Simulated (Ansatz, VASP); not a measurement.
# Sb2Au in VASP and in Ansatz

```
CELL_PARAMETERS angstrom
0.00000 3.41448 3.41448
3.41448 0.00000 3.41448
3.41448 3.41448 0.00000
ATOMIC_POSITIONS crystal
Sb 0.25000 0.25000 0.25000
Sb 0.75000 0.75000 0.75000
Au 0.00000 0.00000 0.00000
```

Alike in both runs: task single point; functional LDA; k mesh 6 × 6 × 6; no spin polarisation.

|  | VASP | Ansatz |
| --- | --- | --- |
| version | VASP 6.6.1 | Ansatz 0.2.0 |
| potentials or method | VASP PAW LDA potentials, release 64 (Sb, Au), cutoff 520 eV | plane waves, PAW |
| occupations | methfessel-paxton of order 1, width 0.3 eV | cold, width 0.3 eV |
| valence electrons in the cell | 21 | 49 |

VASP gave:

* pressure (GPa): -3.5

Problem. Estimate Ansatz's values.

Solution. Pressure (GPa): -3.6.

LDA's correlation is that of Perdew and Zunger in VASP and of Perdew and Wang (1992) in Ansatz. VASP's potentials hold 21 valence electrons a cell and Ansatz's 49, so a difference there can come from the potentials and not from the codes.

Spin-orbit coupling is off throughout.
